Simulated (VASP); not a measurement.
# N (P2_13) in VASP: a series of runs

Runs on N. Level: PBEsol. Tasks: single point.

Everything below comes from runs of VASP 6.6.1. Logs are shortened: lines on timing, memory, paths and dates and some standing lists are left out, and cuts for length are marked.

### 1 The cell of the first run

The typed cell holds 4 atoms: a = 5.849 Å, b = 5.849 Å, c = 5.849 Å, α = 90.00°, β = 90.00°, γ = 90.00°.

### 2 Single point, PBEsol, collinear spin, ferromagnetic start

INCAR reads:

```
SYSTEM = N
ALGO = Normal ; EDIFF = 1E-7
ENCUT = 520 ; GGA = PS
ISIF = 2 ; ISMEAR = 0
ISPIN = 2 ; LASPH = .TRUE.
LCHARG = .FALSE. ; LORBIT = 11
LREAL = .FALSE. ; LWAVE = .FALSE.
MAGMOM = 3.2 3.2 3.2 3.2 ; NBANDS = 22
NELM = 150 ; PREC = Accurate
SIGMA = 0.02
```

KPOINTS reads:

```
k-points
0
G
  4 4 4
  0 0 0
```

POSCAR reads:

```
N
1.0
    5.8493571874      0.0000000000      0.0000000000
    0.0000000000      5.8493571874      0.0000000000
    0.0000000000      0.0000000000      5.8493571874
N
4
Direct
    0.0000638858      0.0000638858      0.0000638858
    0.4999361142      0.9999361142      0.5000638858
    0.5000638858      0.4999361142      0.9999361142
    0.9999361142      0.5000638858      0.4999361142
```

Potentials or basis: VASP PAW PBE potentials, release 64 (N).

Started as:

```
cat potpaw_PBE.64/N/POTCAR > POTCAR
mpirun -np 1 vasp_std > vasp.out
```

OUTCAR:

```text
SYSTEM = N
   EDIFF = 1E-7
   ENCUT = 520
   GGA = PS
   ISIF = 2
   ISMEAR = 0
   ISPIN = 2
   LASPH = .TRUE.
   LORBIT = 11
   LREAL = .FALSE.
   NELM = 150
   PREC = Accurate

 ion  position               nearest neighbor table
   1  0.000  0.000  0.000-
   2  0.500  1.000  0.500-
   3  0.500  0.500  1.000-
   4  1.000  0.500  0.500-

  LATTYP: Found a simple cubic cell.
 ALAT       =     5.8493571874

  Lattice vectors:

 A1 = (   5.8493571874,   0.0000000000,   0.0000000000)
 A2 = (   0.0000000000,   5.8493571874,   0.0000000000)
 A3 = (   0.0000000000,   0.0000000000,   5.8493571874)

Analysis of symmetry for initial positions (statically):
=====================================================================
 Subroutine PRICEL returns:
 Original cell was already a primitive cell.

 Routine SETGRP: Setting up the symmetry group for a
 simple cubic supercell.

 Subroutine GETGRP returns: Found 12 space group operations
 (whereof  3 operations were pure point group operations)
 out of a pool of 48 trial point group operations.

The static configuration has the point symmetry C_3 .
 The point group associated with its full space group is T   .

Analysis of symmetry for dynamics (positions and initial velocities):
=====================================================================
 Subroutine PRICEL returns:
 Original cell was already a primitive cell.

 Routine SETGRP: Setting up the symmetry group for a
 simple cubic supercell.

 Subroutine GETGRP returns: Found 12 space group operations
 (whereof  3 operations were pure point group operations)
 out of a pool of 48 trial point group operations.

The dynamic configuration has the point symmetry C_3 .
 The point group associated with its full space group is T   .

Analysis of structural, dynamic, and magnetic symmetry:
=====================================================================
 Subroutine PRICEL returns:
 Original cell was already a primitive cell.

 Routine SETGRP: Setting up the symmetry group for a
 simple cubic supercell.

 Subroutine GETGRP returns: Found 12 space group operations
 (whereof  3 operations were pure point group operations)
 out of a pool of 48 trial point group operations.

The overall configuration has the point symmetry C_3 .
 The point group associated with its full space group is T   .

 Subroutine INISYM returns: Found 12 space group operations
 (whereof  3 operations are pure point group operations),
 and found     1 'primitive' translations

----------------------------------------------------------------------------------------

                                     Primitive cell

  volume of cell :     200.1356

  direct lattice vectors                    reciprocal lattice vectors
     5.849357187  0.000000000  0.000000000     0.170958956  0.000000000  0.000000000
     0.000000000  5.849357187  0.000000000     0.000000000  0.170958956  0.000000000
     0.000000000  0.000000000  5.849357187     0.000000000  0.000000000  0.170958956

  length of vectors
     5.849357187  5.849357187  5.849357187     0.170958956  0.170958956  0.170958956

  position of ions in fractional coordinates (direct lattice)
     0.000063886  0.000063886  0.000063886
     0.499936114  0.999936114  0.500063886
     0.500063886  0.499936114  0.999936114
     0.999936114  0.500063886  0.499936114

  ion indices of the primitive-cell ions
   primitive index   ion index
                 1           1
                 2           2
                 3           3
                 4           4

----------------------------------------------------------------------------------------

 KPOINTS: k-points

Automatic generation of k-mesh.
 Grid dimensions read from file:
 generate k-points for:    4    4    4

 Generating k-lattice:

  Cartesian coordinates                     Fractional coordinates (reciprocal lattice)
     0.042739739  0.000000000  0.000000000     0.250000000  0.000000000  0.000000000
     0.000000000  0.042739739  0.000000000     0.000000000  0.250000000  0.000000000
     0.000000000  0.000000000  0.042739739     0.000000000  0.000000000  0.250000000

  Length of vectors
     0.042739739  0.042739739  0.042739739

  Shift w.r.t. Gamma in fractional coordinates (k-lattice)
     0.000000000  0.000000000  0.000000000

 Subroutine IBZKPT returns following result:
 ===========================================

 Found     11 irreducible k-points:

 Following reciprocal coordinates:
            Coordinates               Weight
  0.000000  0.000000  0.000000      1.000000
  0.250000  0.000000  0.000000      6.000000
  0.500000  0.000000  0.000000      3.000000
  0.250000  0.250000  0.000000     12.000000
  0.500000  0.250000  0.000000      6.000000
 -0.250000  0.500000  0.000000      6.000000
  0.500000  0.500000  0.000000      3.000000
  0.250000  0.250000  0.250000      8.000000
  0.500000  0.250000  0.250000     12.000000
  0.500000  0.500000  0.250000      6.000000
  0.500000  0.500000  0.500000      1.000000
   k-points           NKPTS =     11   k-points in BZ     NKDIM =     11   number of bands    NBANDS=     22
   number of dos      NEDOS =    301   number of ions     NIONS =      4
   total plane-waves  NPLWV = 110592
   dimension x,y,z NGX =    48 NGY =   48 NGZ =   48
   dimension x,y,z NGXF=    96 NGYF=   96 NGZF=   96
   ions per type =               4
   NGX,Y,Z   is equivalent  to a cutoff of  13.64, 13.64, 13.64 a.u.
   NGXF,Y,Z  is equivalent  to a cutoff of  27.28, 27.28, 27.28 a.u.
 SYSTEM =  N
   PREC   = accura    normal or accurate (medium, high low for compatibility)
   ISTART =      0    job   : 0-new  1-cont  2-samecut
   ICHARG =      2    charge: 1-file 2-atom 10-const
   ISPIN  =      2    spin polarized calculation?
   LNONCOLLINEAR =      F non collinear calculations
   LSORBIT =      F    spin-orbit coupling
   LASPH  =      T    aspherical Exc in radial PAW
   ENCUT  =  520.0 eV  38.22 Ry    6.18 a.u.  10.88 10.88 10.88*2*pi/ulx,y,z
   NELM   =    150;   NELMIN=  2; NELMDL= -5     # of ELM steps
   EDIFF  = 0.1E-06   stopping-criterion for ELM
   LREAL  =      F    real-space projection
   EDIFFG = 0.1E-05   stopping-criterion for IOM
   NSW    =      0    number of steps for IOM
   IBRION =     -1    ionic relax: 0-MD 1-quasi-New 2-CG
   NFREE  =      0    steps in history (QN), initial steepest desc. (CG)
   ISIF   =      2    stress and relaxation
   ISYM   =      2    0-nonsym 1-usesym 2-fastsym
   POTIM  = 0.5000    time-step for ionic-motion
   TEBEG  =    0.0;   TEEND  =   0.0 temperature during run
   PSTRESS=    0.0 pullay stress
   NELECT =      20.0000    total number of electrons
   NUPDOWN=      -1.0000    fix difference up-down
   EMIN   =  10.00;   EMAX   =-10.00  energy-range for DOS
   EFERMI =   0.00;   METHOD = LEGACY
   ISMEAR =     0;   SIGMA  =   0.02  broadening in eV -4-tet -1-fermi 0-gaus
   EFERMI_NEDOS =   21; number of points for ismear=-14 and -15
   IALGO  =     38    algorithm
   IMIX   =      4    mixing-type and parameters
     AMIX     =   0.40;   BMIX     =  1.00
     AMIX_MAG =   1.60;   BMIX_MAG =  1.00
  volume/ion in A,a.u.               =      50.03       337.65
  Fermi-wavevector in a.u.,A,eV,Ry     =   0.759702  1.435629  7.852566  0.577147
  Thomas-Fermi vector in A             =   1.858556
   LORBIT       =     11    0 simple, 1 ext, 2 COOP (PROOUT), +10 PAW based schemes
   GGA     = PS    functional components
   LHFCALC =     F    Hartree Fock is set to
   AEXX    =    0.0000 exact exchange contribution
   IVDW    =     0    specifies the selected vdW correction
   LEPSILON=     F    determine dielectric tensor
   LRPA    =     F    only Hartree local field effects (RPA)
 spin polarized calculation
 Gauss-broadening in eV      SIGMA  =   0.02
  energy-cutoff  :      520.00
  volume of cell :      200.14
 maximum number of plane-waves:      5449
 NGX is ok and might be reduce to    48
   NGX = 21   NGY = 21   NGZ = 21

 number of electron      19.9999997 magnetization      11.9999885

 Free energy of the ion-electron system (eV)
  ---------------------------------------------------
  ext. energy  EPLUGINS =         0.00000000
  ---------------------------------------------------
  free energy    TOTEN  =       -12.75985008 eV

  energy without entropy =      -12.75985008  energy(sigma->0) =      -12.75985008

 E-fermi :  -6.2781     XC(G=0):  -4.3484

 val. band max:       -6.3673427984   @ k =   0.0000   0.0000   0.0000
 cond. band min:      -3.0285066707   @ k =   0.5000   0.5000   0.5000
 fundamental gap:      3.3388361277
 Fermi energy:        -6.2780894248

 spin component 1

 k-point     1 :       0.0000    0.0000    0.0000
  band No.  band energies     occupation
      1     -18.1482      1.00000
      2     -18.0329      1.00000
      3     -18.0329      1.00000
      4     -18.0329      1.00000
      5      -6.8547      1.00000
      6      -6.8547      1.00000
[... 248 lines left out ...]
      5      -6.9081      1.00000
      6      -6.9081      1.00000
[... 14 lines left out ...]
     21       3.9449      0.00000
     22       3.9449      0.00000
 Fermi energy:        -6.2780894248

 spin component 2

 k-point     1 :       0.0000    0.0000    0.0000
  band No.  band energies     occupation
      1     -13.6390      1.00000
      2     -13.4306      1.00000
      3     -13.4306      1.00000
      4     -13.4306      1.00000
      5      -2.8841      0.00000
      6      -2.8841      0.00000
[... 249 lines left out ...]
      6      -3.0285      0.00000
[... 14 lines left out ...]
     21       5.4286      0.00000
     22       5.4286      0.00000

------------------------ aborting loop because EDIFF is reached ----------------------------------------

  FORCE on cell =-STRESS in cart. coord.  units (eV):
  Direction    XX          YY          ZZ          XY          YZ          ZX
  --------------------------------------------------------------------------------------
  -------------------------------------------------------------------------------------
  Total        0.0072266      0.0072266      0.0072266     -0.0000000     -0.0000000      0.0000000
  in kB        0.0578525      0.0578525      0.0578525     -0.0000000     -0.0000000      0.0000000
  external PRESSURE =       0.0578525 kB  Pullay stress =       0.0000000 kB

 VOLUME and BASIS-vectors are now :
 -----------------------------------------------------------------------------
  energy-cutoff  :      520.00
  volume of cell :      200.14
      direct lattice vectors                 reciprocal lattice vectors
     5.849357187  0.000000000  0.000000000     0.170958956  0.000000000  0.000000000
     0.000000000  5.849357187  0.000000000     0.000000000  0.170958956  0.000000000
     0.000000000  0.000000000  5.849357187     0.000000000  0.000000000  0.170958956

 POSITION                                       TOTAL-FORCE (eV/Angst)
 -----------------------------------------------------------------------------------
      0.00037      0.00037      0.00037        -0.000005     -0.000005     -0.000005
      2.92430      5.84898      2.92505         0.000005      0.000005     -0.000005
      2.92505      2.92430      5.84898        -0.000005      0.000005      0.000005
      5.84898      2.92505      2.92430         0.000005     -0.000005      0.000005
 -----------------------------------------------------------------------------------
    total drift:                                0.000000      0.000000      0.000000

  FREE ENERGIE OF THE ION-ELECTRON SYSTEM (eV)
  ---------------------------------------------------
  free  energy   TOTEN  =       -12.7598500808 eV

  energy  without entropy=      -12.7598500808  energy(sigma->0) =      -12.75985008

 total charge

# of ion       s       p       d       tot
------------------------------------------
    1        1.360   1.907   0.000   3.268
    2        1.360   1.907   0.000   3.268
    3        1.360   1.907   0.000   3.268
    4        1.360   1.907   0.000   3.268
--------------------------------------------------
tot          5.441   7.630   0.000  13.071

 magnetization (x)

# of ion       s       p       d       tot
------------------------------------------
    1        0.035   1.907   0.000   1.943
    2        0.035   1.907   0.000   1.943
    3        0.035   1.907   0.000   1.943
    4        0.035   1.907   0.000   1.943
--------------------------------------------------
tot          0.141   7.630   0.000   7.771
```

Wall time 43 s (1 thread of Intel Xeon 6975P-C (Granite Rapids), shared host); peak memory 0.4 GiB.

Results:

```
Free energy                                           : -12.7599 eV
Pressure                                              : 0.0 GPa
Band gap on the k mesh                                : 3.34 eV
Net moment                                            : 12.00 μB per cell
Site moments                                          : N +1.94 μB
Valence electrons inside the program's atomic spheres : N 3.27
```

Levels at points of the mesh, in eV from the valence-band top:
Spin up:
```csv
k point,band 14,band 15,band 16,band 17,band 18,band 19
"(0.00, 0.00, 0.00)",0.00,0.00,0.00,7.00,10.66,10.66
"(0.50, 0.00, 0.00)",-0.09,-0.09,-0.09,8.27,8.27,11.23
"(0.50, 0.50, 0.00)",-0.06,-0.06,-0.06,9.34,9.34,9.34
"(0.50, 0.50, 0.50)",-0.06,-0.06,-0.06,10.22,10.22,10.22
```
Spin down:
| k point | band 1 | band 2 | band 3 | band 4 | band 5 | band 6 | band 7 | band 8 |
| --- | --- | --- | --- | --- | --- | --- | --- | --- |
| (0.00, 0.00, 0.00) | -7.27 | -7.06 | -7.06 | -7.06 | 3.48 | 3.48 | 3.48 | 4.16 |
| (0.50, 0.00, 0.00) | -7.17 | -7.17 | -7.06 | -7.06 | 3.80 | 3.80 | 3.80 | 3.80 |
| (0.50, 0.50, 0.00) | -7.11 | -7.11 | -7.11 | -7.11 | 3.63 | 3.63 | 3.63 | 3.63 |
| (0.50, 0.50, 0.50) | -7.11 | -7.11 | -7.11 | -7.11 | 3.34 | 3.34 | 3.34 | 3.34 |

Caveat: the PAW data sets were made with another functional, which shifts forces and pressure a little. A k mesh can miss the band edges.

[end of part 1 of 2]
